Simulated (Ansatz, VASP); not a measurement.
# Two plane-wave programs on CuO

```
Cu O
1.0
     3.42205    0.01711    0.00000
     0.01711    3.42205    0.00000
     0.00000    0.00000    4.26046
Cu O
2 2
Direct
  0.00000 0.50000 0.00000
  0.50000 0.00000 0.50000
  0.00000 0.00000 0.25000
  0.00000 0.00000 0.75000
```

Alike in both runs: functional PBE; k mesh 7 × 7 × 5; occupations fermi-dirac, width 0.05 eV; no spin polarisation.

|  | VASP | Ansatz |
| --- | --- | --- |
| version | VASP 6.6.1 | Ansatz 0.2.0 |
| potentials or method | VASP PAW PBE potentials, release 64 (Cu, O) | Ansatz PAW |
| plane-wave cutoff (eV) | 600 | 420 |
| valence electrons in the cell | 34 | 50 |
| task | single point | band structure |

|  | VASP | Ansatz | Ansatz less VASP |
| --- | --- | --- | --- |
| gap on the k mesh at the Fermi level (eV) | none | none | - |
| pressure (GPa) | -2.2 | -2.8 | -0.57 |
| traceless stress, the component that is largest in VASP (GPa) | 23.64 | 24.19 | +0.550 |

A gap of «none» marks a metal or a gap that the smearing closes. VASP's potentials hold 34 valence electrons a cell and Ansatz's 50, so a difference there can come from the potentials and not from the codes.
